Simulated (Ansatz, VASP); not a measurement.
## TlO3: VASP beside Ansatz

INCAR

```
ALGO     = Normal         # electronic algorithm
EDIFF    = 1E-6           # SCF threshold, eV
EDIFFG   = -0.04          # ionic threshold
ENCUT    = 600            # plane-wave cutoff, eV
GGA      = PE             # functional
IBRION   = 2              # ionic algorithm
ISIF     = 3              # what is computed and relaxed
ISMEAR   = 0              # smearing method
LASPH    = True           # aspherical terms in the spheres
LCHARG   = False          # write CHGCAR
LREAL    = False          # projectors in reciprocal space
LWAVE    = False          # write WAVECAR
NELM     = 60             # most SCF steps
NSW      = 90             # ionic steps
PREC     = Accurate       # precision mode
SIGMA    = 0.1            # smearing width, eV
```

Contents of KPOINTS:

```
k-points
0
Gamma
  6 6 4
```

File POSCAR:

```
TlO3
1.0
    5.3247322483      0.0000000000      0.0000000000
   -2.6623661242      4.6113533954      0.0000000000
    0.0000000000      0.0000000000      4.2739191945
Tl O
2 6
Direct
    0.3333333333      0.6666666667      0.2500000000
    0.6666666667      0.3333333333      0.7500000000
    0.8330000000      0.6660000000      0.2500000000
    0.1670000000      0.8330000000      0.7500000000
    0.3340000000      0.1670000000      0.2500000000
    0.1670000000      0.3340000000      0.7500000000
    0.8330000000      0.1670000000      0.2500000000
    0.6660000000      0.8330000000      0.7500000000
```

Input for Ansatz:

```yaml
crystal:
  lattice:
    - [5.3247322483, 0.0, 0.0]
    - [-2.6623661242, 4.6113533954, 0.0]
    - [0.0, 0.0, 4.2739191945]
  atoms:
    - { symbol: Tl, position: [0.3333333333, 0.6666666667, 0.25] }
    - { symbol: Tl, position: [0.6666666667, 0.3333333333, 0.75] }
    - { symbol: O, position: [0.833, 0.666, 0.25] }
    - { symbol: O, position: [0.167, 0.833, 0.75] }
    - { symbol: O, position: [0.334, 0.167, 0.25] }
    - { symbol: O, position: [0.167, 0.334, 0.75] }
    - { symbol: O, position: [0.833, 0.167, 0.25] }
    - { symbol: O, position: [0.666, 0.833, 0.75] }
basis:
  ecutwfc: 420
kpoints:
  mp_grid: { grid: [6, 6, 4] }
hamiltonian:
  xc: pbe
scf:
  occupations: { method: gaussian, width: 0.1 }
  lower_state_search: "off"
output:
  forces: true
  stress: true
  eigenvalues: true
relax:
  adjacent_minimum: "off"
  f_tol: 0.04
  max_steps: 70
  cell: { stress_tol: 0.4 }
```

Alike in both runs: task relaxation of cell and atoms; functional PBE; k mesh 6 × 6 × 4; occupations gaussian, width 0.1 eV; no spin polarisation.

```csv
,VASP,Ansatz
version,VASP 6.6.1,Ansatz 0.2.0
potentials or method,"VASP PAW PBE potentials, release 64 (Tl_d, O), cutoff 600 eV","scalar-relativistic, plane waves, PAW"
valence electrons in the cell,62,62
```

|  | VASP | Ansatz | Ansatz less VASP |
| --- | --- | --- | --- |
| gap on the k mesh at the Fermi level, each at its own relaxed structure (eV) | none | none | - |
| relaxed volume (Å³/atom) | 11.67 | 11.73 | +0.067 |
| relaxed cell length with the largest relative difference (Å) | 4.913 | 4.948 | +0.0353 |

A gap of «none» marks a metal or a gap that the smearing closes.

The k mesh is coarse, so the values compare programs but aren't converged. Neither program's run includes spin-orbit coupling.
